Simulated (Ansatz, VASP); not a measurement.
One calculation of Be, two programs

```
CELL_PARAMETERS angstrom
-1.03963 1.03963 1.03963
1.03963 -1.03963 1.03963
1.03963 1.03963 -1.03963
ATOMIC_POSITIONS crystal
Be 0.00000 0.00000 0.00000
```

Change from the starting cell: volume scaled by 0.58, LAPW.

Alike in both runs: task single point; functional PBEsol; k mesh 23 × 23 × 23; occupations fermi-dirac, width 0.1 eV; no spin polarisation.

|  | VASP | Ansatz |
| --- | --- | --- |
| version | VASP 6.6.1 | Ansatz 0.2.0 |
| potentials or method | VASP PAW PBE potentials, release 64 (Be), cutoff 520 eV | all-electron LAPW, scalar-relativistic |

```tsv
	VASP	Ansatz	Ansatz less VASP
pressure (GPa)	169.0	166.4	-2.57
```

VASP's potentials were made for PBE, not for PBEsol. Both programs put the cell under a high pressure, so it lies far from rest at this level. Ansatz ran all-electron here, and VASP with PAW potentials.

Noted on VASP's run: the cell as given lies far from equilibrium.
